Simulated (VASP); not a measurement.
# BaTiO3 (eos) (Pm-3m) in VASP: further runs

Runs on BaTiO3 (eos). Level: LDA. Tasks: single point.

Everything below comes from runs of VASP 6.6.1. Logs are shortened: lines on timing, memory, paths and dates and some standing lists are left out, and cuts for length are marked.

## Step 1: The cell of the first run

The structure is cubic, space group Pm-3m (No. 221). The conventional cell has a = 3.813 Å, b = 3.813 Å, c = 3.813 Å, α = 90.00°, β = 90.00°, γ = 90.00°. Within 3.6 Å of Ba (site symmetry m-3m) lie 12 O at 2.70 Å and 8 Ti at 3.30 Å. Within 2.5 Å of Ti (site symmetry m-3m) lie 6 O at 1.91 Å. O (site symmetry 4/mmm) has 2 Ti at 1.91 Å within 2.5 Å.

## Step 2: Single point, LDA (volume scaled by 0.91)

INCAR

```
SYSTEM = BaTiO3
PREC = Accurate ; ENCUT = 600
EDIFF = 1E-6 ; ISMEAR = 0
SIGMA = 0.02 ; LREAL = .FALSE.
LASPH = .TRUE. ; NELM = 120
ALGO = Normal ; ISIF = 2
LWAVE = .FALSE. ; LCHARG = .FALSE.
NBANDS = 28 ; GGA_COMPAT = .FALSE.
```

KPOINTS

```
Automatic mesh
0
G
  8 8 8
  0 0 0
```

POSCAR

```
BaTiO3
1.0
    3.8127320756      0.0000000000      0.0000000000
    0.0000000000      3.8127320756      0.0000000000
    0.0000000000      0.0000000000      3.8127320756
Ba Ti O
1 1 3
Direct
    0.0000000000      0.0000000000      0.0000000000
    0.5000000000      0.5000000000      0.5000000000
    0.5000000000      0.5000000000      0.0000000000
    0.0000000000      0.5000000000      0.5000000000
    0.5000000000      0.0000000000      0.5000000000
```

Potentials or basis: VASP PAW LDA potentials, release 64 (Ba_sv, Ti_sv, O).

The run is started by

```sh
$ cat potpaw_LDA.64/Ba_sv/POTCAR potpaw_LDA.64/Ti_sv/POTCAR potpaw_LDA.64/O/POTCAR > POTCAR
$ mpirun -np 1 vasp_std > vasp.out
```

OUTCAR:

```text
SYSTEM = BaTiO3
   PREC = Accurate
   ENCUT = 600
   EDIFF = 1E-6
   ISMEAR = 0
   LREAL = .FALSE.
   LASPH = .TRUE.
   NELM = 120
   ISIF = 2

 ion  position               nearest neighbor table
   1  0.000  0.000  0.000-   3 2.70   4 2.70   5 2.70   4 2.70   5 2.70   3 2.70   4 2.70   4 2.70
                             3 2.70   5 2.70   5 2.70   3 2.70   2 3.30   2 3.30   2 3.30   2 3.30
   2  0.500  0.500  0.500-   3 1.91   4 1.91   5 1.91   3 1.91   5 1.91   4 1.91   1 3.30   1 3.30
                             1 3.30   1 3.30   1 3.30   1 3.30   1 3.30   1 3.30
   3  0.500  0.500  0.000-   2 1.91   2 1.91   1 2.70   1 2.70   1 2.70   1 2.70
   4  0.000  0.500  0.500-   2 1.91   2 1.91   1 2.70   1 2.70   1 2.70   1 2.70
   5  0.500  0.000  0.500-   2 1.91   2 1.91   1 2.70   1 2.70   1 2.70   1 2.70

  LATTYP: Found a simple cubic cell.
 ALAT       =     3.8127320756

  Lattice vectors:

 A1 = (   3.8127320756,   0.0000000000,   0.0000000000)
 A2 = (   0.0000000000,   3.8127320756,   0.0000000000)
 A3 = (   0.0000000000,   0.0000000000,   3.8127320756)

Analysis of symmetry for initial positions (statically):
=====================================================================
 Subroutine PRICEL returns:
 Original cell was already a primitive cell.

 Routine SETGRP: Setting up the symmetry group for a
 simple cubic supercell.

 Subroutine GETGRP returns: Found 48 space group operations
 (whereof 48 operations were pure point group operations)
 out of a pool of 48 trial point group operations.

The static configuration has the point symmetry O_h .

Analysis of symmetry for dynamics (positions and initial velocities):
=====================================================================
 Subroutine PRICEL returns:
 Original cell was already a primitive cell.

 Routine SETGRP: Setting up the symmetry group for a
 simple cubic supercell.

 Subroutine GETGRP returns: Found 48 space group operations
 (whereof 48 operations were pure point group operations)
 out of a pool of 48 trial point group operations.

The dynamic configuration has the point symmetry O_h .

 Subroutine INISYM returns: Found 48 space group operations
 (whereof 48 operations are pure point group operations),
 and found     1 'primitive' translations

----------------------------------------------------------------------------------------

                                     Primitive cell

  volume of cell :      55.4254

  direct lattice vectors                    reciprocal lattice vectors
     3.812732076  0.000000000  0.000000000     0.262279116  0.000000000  0.000000000
     0.000000000  3.812732076  0.000000000     0.000000000  0.262279116  0.000000000
     0.000000000  0.000000000  3.812732076     0.000000000  0.000000000  0.262279116

  length of vectors
     3.812732076  3.812732076  3.812732076     0.262279116  0.262279116  0.262279116

  position of ions in fractional coordinates (direct lattice)
     0.000000000  0.000000000  0.000000000
     0.500000000  0.500000000  0.500000000
     0.500000000  0.500000000  0.000000000
     0.000000000  0.500000000  0.500000000
     0.500000000  0.000000000  0.500000000

  ion indices of the primitive-cell ions
   primitive index   ion index
                 1           1
                 2           2
                 3           3
                 4           4
                 5           5

----------------------------------------------------------------------------------------

 KPOINTS: Automatic mesh

Automatic generation of k-mesh.
 Grid dimensions read from file:
 generate k-points for:    8    8    8

 Generating k-lattice:

  Cartesian coordinates                     Fractional coordinates (reciprocal lattice)
     0.032784890  0.000000000  0.000000000     0.125000000  0.000000000  0.000000000
     0.000000000  0.032784890  0.000000000     0.000000000  0.125000000  0.000000000
     0.000000000  0.000000000  0.032784890     0.000000000  0.000000000  0.125000000

  Length of vectors
     0.032784890  0.032784890  0.032784890

  Shift w.r.t. Gamma in fractional coordinates (k-lattice)
     0.000000000  0.000000000  0.000000000

 Subroutine IBZKPT returns following result:
 ===========================================

 Found     35 irreducible k-points:

 Following reciprocal coordinates:
            Coordinates               Weight
  0.000000  0.000000  0.000000      1.000000
  0.125000  0.000000  0.000000      6.000000
  0.250000  0.000000  0.000000      6.000000
  0.375000  0.000000  0.000000      6.000000
  0.500000  0.000000  0.000000      3.000000
  0.125000  0.125000  0.000000     12.000000
[... 16 lines left out ...]
  0.375000  0.375000  0.125000     24.000000
  0.500000  0.375000  0.125000     24.000000
 [... further k-points ...]
   k-points           NKPTS =     35   k-points in BZ     NKDIM =     35   number of bands    NBANDS=     28
   number of dos      NEDOS =    301   number of ions     NIONS =      5
   total plane-waves  NPLWV =  27000
   dimension x,y,z NGX =    30 NGY =   30 NGZ =   30
   dimension x,y,z NGXF=    60 NGYF=   60 NGZF=   60
   ions per type =               1   1   3
   NGX,Y,Z   is equivalent  to a cutoff of  13.08, 13.08, 13.08 a.u.
   NGXF,Y,Z  is equivalent  to a cutoff of  26.16, 26.16, 26.16 a.u.
 SYSTEM =  BaTiO3
   PREC   = accura    normal or accurate (medium, high low for compatibility)
   ISTART =      0    job   : 0-new  1-cont  2-samecut
   ICHARG =      2    charge: 1-file 2-atom 10-const
   ISPIN  =      1    spin polarized calculation?
   LNONCOLLINEAR =      F non collinear calculations
   LSORBIT =      F    spin-orbit coupling
   LASPH  =      T    aspherical Exc in radial PAW
   ENCUT  =  600.0 eV  44.10 Ry    6.64 a.u.   7.61  7.61  7.61*2*pi/ulx,y,z
   NELM   =    120;   NELMIN=  2; NELMDL= -5     # of ELM steps
   EDIFF  = 0.1E-05   stopping-criterion for ELM
   LREAL  =      F    real-space projection
   EDIFFG = 0.1E-04   stopping-criterion for IOM
   NSW    =      0    number of steps for IOM
   IBRION =     -1    ionic relax: 0-MD 1-quasi-New 2-CG
   NFREE  =      0    steps in history (QN), initial steepest desc. (CG)
   ISIF   =      2    stress and relaxation
   ISYM   =      2    0-nonsym 1-usesym 2-fastsym
   POTIM  = 0.5000    time-step for ionic-motion
   TEBEG  =    0.0;   TEEND  =   0.0 temperature during run
   PSTRESS=    0.0 pullay stress
   NELECT =      40.0000    total number of electrons
   NUPDOWN=      -1.0000    fix difference up-down
   EMIN   =  10.00;   EMAX   =-10.00  energy-range for DOS
   EFERMI =   0.00;   METHOD = LEGACY
   ISMEAR =     0;   SIGMA  =   0.02  broadening in eV -4-tet -1-fermi 0-gaus
   EFERMI_NEDOS =   21; number of points for ismear=-14 and -15
   IALGO  =     38    algorithm
   IMIX   =      4    mixing-type and parameters
     AMIX     =   0.40;   BMIX     =  1.00
     AMIX_MAG =   1.60;   BMIX_MAG =  1.00
  volume/ion in A,a.u.               =      11.09        74.81
  Fermi-wavevector in a.u.,A,eV,Ry     =   1.468448  2.774964 29.338776  2.156339
  Thomas-Fermi vector in A             =   2.583944
   LORBIT       =      0    0 simple, 1 ext, 2 COOP (PROOUT), +10 PAW based schemes
   GGA     = CA    functional components
   LHFCALC =     F    Hartree Fock is set to
   AEXX    =    0.0000 exact exchange contribution
   IVDW    =     0    specifies the selected vdW correction
   LEPSILON=     F    determine dielectric tensor
   LRPA    =     F    only Hartree local field effects (RPA)
 non-spin polarized calculation
 Gauss-broadening in eV      SIGMA  =   0.02
  energy-cutoff  :      600.00
  volume of cell :       55.43
 maximum number of plane-waves:      1861
   NGX = 15   NGY = 15   NGZ = 15

 number of electron      40.0000028 magnetization

 Free energy of the ion-electron system (eV)
  ---------------------------------------------------
  ext. energy  EPLUGINS =         0.00000000
  ---------------------------------------------------
  free energy    TOTEN  =       -43.68878501 eV

  energy without entropy =      -43.68878501  energy(sigma->0) =      -43.68878501

 E-fermi :   4.8901     XC(G=0): -12.4974

 val. band max:        4.7879663674   @ k =   0.0000   0.0000   0.0000
 cond. band min:       6.6583271584   @ k =   0.0000   0.0000   0.0000
 fundamental gap:      1.8703607910
 Fermi energy:         4.8901373677

 k-point     1 :       0.0000    0.0000    0.0000
  band No.  band energies     occupation
      1     -50.5124      2.00000
      2     -27.2315      2.00000
      3     -27.2315      2.00000
      4     -27.2315      2.00000
      5     -19.6952      2.00000
      6     -12.1069      2.00000
[... 20 lines left out ...]
     27       9.9866      0.00000
     28      13.7183      0.00000

 k-point     2 :       0.1250    0.0000    0.0000
  band No.  band energies     occupation
      1     -50.5120      2.00000
      2     -27.2482      2.00000
      3     -27.2307      2.00000
      4     -27.2307      2.00000
      5     -19.6574      2.00000
      6     -12.1606      2.00000
[... 20 lines left out ...]
     27      10.4365      0.00000
     28      14.1182      0.00000

 k-point     3 :       0.2500    0.0000    0.0000
  band No.  band energies     occupation
      1     -50.5111      2.00000
      2     -27.2883      2.00000
      3     -27.2290      2.00000
      4     -27.2290      2.00000
      5     -19.5637      2.00000
      6     -12.3856      2.00000
[... 20 lines left out ...]
     27      11.3961      0.00000
     28      13.7980      0.00000

 k-point     4 :       0.3750    0.0000    0.0000
  band No.  band energies     occupation
      1     -50.5102      2.00000
      2     -27.3278      2.00000
      3     -27.2273      2.00000
      4     -27.2273      2.00000
      5     -19.4658      2.00000
      6     -12.6488      2.00000
[... 20 lines left out ...]
     27      12.4659      0.00000
     28      13.5827      0.00000

 k-point     5 :       0.5000    0.0000    0.0000
  band No.  band energies     occupation
      1     -50.5098      2.00000
      2     -27.3440      2.00000
      3     -27.2265      2.00000
      4     -27.2265      2.00000
      5     -19.4239      2.00000
      6     -12.7601      2.00000
[... 20 lines left out ...]
     27      13.0988      0.00000
     28      13.4927      0.00000

 k-point     6 :       0.1250    0.1250    0.0000
  band No.  band energies     occupation
      1     -50.5116      2.00000
      2     -27.2482      2.00000
      3     -27.2466      2.00000
      4     -27.2300      2.00000
      5     -19.6220      2.00000
      6     -12.1764      2.00000
[... 463 lines left out ...]
      5     -19.3635      2.00000
      6     -12.2297      2.00000
[... 20 lines left out ...]
     27      13.5682      0.00000
     28      14.3042      0.00000

 k-point    22 :       0.5000    0.2500    0.1250
  band No.  band energies     occupation
      1     -50.5082      2.00000
      2     -27.3377      2.00000
      3     -27.2799      2.00000
      4     -27.2400      2.00000
      5     -19.3328      2.00000
      6     -12.2744      2.00000
[... 20 lines left out ...]
     27      13.9240      0.00000
     28      14.2242      0.00000

 k-point    23 :       0.3750    0.3750    0.1250
  band No.  band energies     occupation
      1     -50.5077      2.00000
      2     -27.3195      2.00000
      3     -27.3181      2.00000
      4     -27.2390      2.00000
      5     -19.3057      2.00000
      6     -12.0252      2.00000
[... 20 lines left out ...]
     27      13.9214      0.00000
     28      14.5823      0.00000

 k-point    24 :       0.5000    0.3750    0.1250
  band No.  band energies     occupation
      1     -50.5073      2.00000
      2     -27.3343      2.00000
      3     -27.3175      2.00000
      4     -27.2383      2.00000
      5     -19.2812      2.00000
      6     -11.9636      2.00000
[... 20 lines left out ...]
     27      13.8469      0.00000
     28      14.7612      0.00000

 [... further k-points ...]
[... 5 lines left out ...]
  --------------------------------------------------------------------------------------
  -------------------------------------------------------------------------------------
  Total        9.0639215      9.0639215      9.0639215     -0.0000000     -0.0000000      0.0000000
  in kB      262.0099930    262.0099930    262.0099930     -0.0000000     -0.0000000      0.0000000
  external PRESSURE =     262.0099930 kB  Pullay stress =       0.0000000 kB

 VOLUME and BASIS-vectors are now :
 -----------------------------------------------------------------------------
  energy-cutoff  :      600.00
  volume of cell :       55.43
      direct lattice vectors                 reciprocal lattice vectors
     3.812732076  0.000000000  0.000000000     0.262279116  0.000000000  0.000000000
     0.000000000  3.812732076  0.000000000     0.000000000  0.262279116  0.000000000
     0.000000000  0.000000000  3.812732076     0.000000000  0.000000000  0.262279116

 POSITION                                       TOTAL-FORCE (eV/Angst)
 -----------------------------------------------------------------------------------
      0.00000      0.00000      0.00000         0.000000      0.000000      0.000000
      1.90637      1.90637      1.90637         0.000000      0.000000      0.000000
      1.90637      1.90637      0.00000         0.000000      0.000000      0.000000
      0.00000      1.90637      1.90637         0.000000      0.000000      0.000000
      1.90637      0.00000      1.90637         0.000000      0.000000      0.000000
 -----------------------------------------------------------------------------------
    total drift:                                0.000000      0.000000     -0.000000

  FREE ENERGIE OF THE ION-ELECTRON SYSTEM (eV)
  ---------------------------------------------------
  free  energy   TOTEN  =       -43.6887850080 eV

  energy  without entropy=      -43.6887850080  energy(sigma->0) =      -43.68878501
```

It took 1.8 min on 1 thread of Intel Xeon 8259CL, shared host; peak memory 0.19 GiB.

What came out:

```yaml
Free_energy: -43.6888 eV
Pressure: 26.2 GPa
Band_gap_on_the_k_mesh: 1.87 eV, direct
```

Levels at points of the mesh, in eV from the valence-band top:
| k point | band 18 | band 19 | band 20 | band 21 | band 22 | band 23 |
| --- | --- | --- | --- | --- | --- | --- |
| (0.00, 0.00, 0.00) | 0.00 | 0.00 | 0.00 | 1.87 | 1.87 | 1.87 |
| (0.50, 0.00, 0.00) | -2.05 | -0.71 | -0.71 | 2.11 | 4.19 | 4.19 |
| (0.50, 0.50, 0.00) | -0.77 | -0.77 | -0.16 | 4.20 | 4.20 | 4.66 |
| (0.50, 0.50, 0.50) | -0.04 | -0.04 | -0.04 | 5.07 | 5.07 | 5.07 |

Caveat: spin-orbit coupling is left out, which moves the levels of the heavy elements. A k mesh can miss the band edges.

## Step 3: Single point, LDA (volume scaled by 0.94)

INCAR

```
PREC = Accurate
ENCUT = 600
EDIFF = 1E-6
ISMEAR = 0
SIGMA = 0.02
LREAL = F
LASPH = T
NELM = 120
ALGO = Normal
ISIF = 2
LWAVE = F
LCHARG = F
NBANDS = 28
GGA_COMPAT = F
```

KPOINTS

```
Automatic mesh
0
Gamma
  8 8 8
```

Edit POSCAR of step 2 so:

```diff
@@ -2,5 +2,5 @@
 1.0
-    3.8127320756      0.0000000000      0.0000000000
-    0.0000000000      3.8127320756      0.0000000000
-    0.0000000000      0.0000000000      3.8127320756
+    3.8541780627      0.0000000000      0.0000000000
+    0.0000000000      3.8541780627      0.0000000000
+    0.0000000000      0.0000000000      3.8541780627
 Ba Ti O
```

Potentials or basis: VASP PAW LDA potentials, release 64 (Ba_sv, Ti_sv, O).

The run is started by

```sh
$ cat potpaw_LDA.64/Ba_sv/POTCAR potpaw_LDA.64/Ti_sv/POTCAR potpaw_LDA.64/O/POTCAR > POTCAR
$ mpirun -np 1 vasp_std > vasp.out
```

Wall time 1.7 min (1 thread of Intel Xeon 8259CL, shared host); peak memory 0.2 GiB.

Results (log left out):

```
Free energy            : -43.9374 eV
Pressure               : 16.9 GPa
Band gap on the k mesh : 1.86 eV, indirect (least direct gap 1.87 eV)
```

Levels at points of the mesh, in eV from the valence-band top:
| k point | band 18 | band 19 | band 20 | band 21 | band 22 | band 23 |
| --- | --- | --- | --- | --- | --- | --- |
| (0.00, 0.00, 0.00) | -0.01 | -0.01 | -0.01 | 1.86 | 1.86 | 1.86 |
| (0.50, 0.00, 0.00) | -1.98 | -0.69 | -0.69 | 2.08 | 4.05 | 4.05 |
| (0.50, 0.50, 0.00) | -0.77 | -0.77 | -0.11 | 4.06 | 4.06 | 4.51 |
| (0.50, 0.50, 0.50) | 0.00 | 0.00 | 0.00 | 4.89 | 4.89 | 4.89 |

Caveat: spin-orbit coupling is left out, which moves the levels of the heavy elements. A k mesh can miss the band edges.

## Step 4: Single point, LDA (volume scaled by 0.97)

INCAR

```
  ALGO = Normal
  EDIFF = 1E-6
  ENCUT = 600
  GGA = CA
  GGA_COMPAT = F
  ISIF = 2
  ISMEAR = 0
  LASPH = T
  LCHARG = F
  LREAL = F
  LWAVE = F
  NBANDS = 28
  NELM = 120
  PREC = Accurate
  SIGMA = 0.02
```

KPOINTS

```
k-points
0
Gamma
  8 8 8
```

Edit POSCAR of step 3 so:

```diff
@@ -2,5 +2,5 @@
 1.0
-    3.8541780627      0.0000000000      0.0000000000
-    0.0000000000      3.8541780627      0.0000000000
-    0.0000000000      0.0000000000      3.8541780627
+    3.8947513397      0.0000000000      0.0000000000
+    0.0000000000      3.8947513397      0.0000000000
+    0.0000000000      0.0000000000      3.8947513397
 Ba Ti O
```

The run is started by

```sh
$ cat potpaw_LDA.64/Ba_sv/POTCAR potpaw_LDA.64/Ti_sv/POTCAR potpaw_LDA.64/O/POTCAR > POTCAR
$ mpirun -np 1 vasp_std > vasp.out
```

Wall time 88 s (1 thread of Intel Xeon 8259CL, shared host); peak memory 0.2 GiB.

Results (log left out):

- Free energy: -44.0883 eV
- Pressure: 9.1 GPa
- Band gap on the k mesh: 1.80 eV, indirect (least direct gap 1.85 eV)

Levels at points of the mesh, in eV from the valence-band top:
| k point | band 16 | band 17 | band 18 | band 19 | band 20 | band 21 | band 22 | band 23 | band 24 | band 25 |
| --- | --- | --- | --- | --- | --- | --- | --- | --- | --- | --- |
| (0.00, 0.00, 0.00) | -1.25 | -1.25 | -0.05 | -0.05 | -0.05 | 1.80 | 1.80 | 1.80 | 4.50 | 4.50 |
| (0.50, 0.00, 0.00) | -2.08 | -1.95 | -1.95 | -0.71 | -0.71 | 2.01 | 3.88 | 3.88 | 4.54 | 6.78 |
| (0.50, 0.50, 0.00) | -3.06 | -1.68 | -0.80 | -0.80 | -0.10 | 3.89 | 3.89 | 4.33 | 5.51 | 8.28 |
| (0.50, 0.50, 0.50) | -2.34 | -2.34 | 0.00 | 0.00 | 0.00 | 4.67 | 4.67 | 4.67 | 7.04 | 7.04 |

Caveat: spin-orbit coupling is left out, which moves the levels of the heavy elements. A k mesh can miss the band edges.

## Step 5: Summary

```tsv
cell	gap on the mesh (eV)	pressure (GPa)
a = 3.813 Å, 5 atoms	1.87	26.2
a = 3.854 Å, 5 atoms	1.86	16.9
a = 3.895 Å, 5 atoms	1.80	9.1
```

Alike in all rows: task single point; level LDA; potentials or basis VASP PAW LDA potentials, release 64 (Ba_sv, Ti_sv, O); no spin polarisation; k mesh 8 × 8 × 8; cutoff (eV) 600; smearing gaussian 0.02 eV.

Caveats: spin-orbit coupling is left out, which moves the levels of the heavy elements.

Total energies depend on the potentials used, so only differences within one code and one set of settings carry meaning.
